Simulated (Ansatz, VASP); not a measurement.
**One calculation of Au, two programs**

```
CELL_PARAMETERS angstrom
4.66255 0.00000 0.00000
-2.33128 4.03789 0.00000
0.00000 0.00000 2.76517
ATOMIC_POSITIONS crystal
Au 0.00000 0.00000 0.00000
Au 0.33333 0.66667 0.50000
Au 0.66667 0.33333 0.50000
```

Alike in both runs: functional PBEsol; k mesh 12 × 12 × 16; occupations gaussian, width 0.1 eV; no spin polarisation.

Ansatz relaxed the structure, and its values are those at the end. VASP's run is a single point on that final structure, the one shown.

|  | VASP | Ansatz |
| --- | --- | --- |
| version | VASP 6.6.1 | Ansatz 0.2.0 |
| potentials or method | VASP PAW PBE potentials, release 64 (Au), cutoff 520 eV | scalar-relativistic, plane waves, PAW |
| valence electrons in the cell | 33 | 57 |

```tsv
	VASP	Ansatz	Ansatz less VASP
gap on the k mesh at the Fermi level (eV)	none	none	-
pressure (GPa)	-0.3	0.0	+0.31
```

VASP's potentials were made for PBE, not for PBEsol. A gap of «none» marks a metal or a gap that the smearing closes. VASP's potentials hold 33 valence electrons a cell and Ansatz's 57, so a difference there can come from the potentials and not from the codes.

Neither program's run includes spin-orbit coupling.
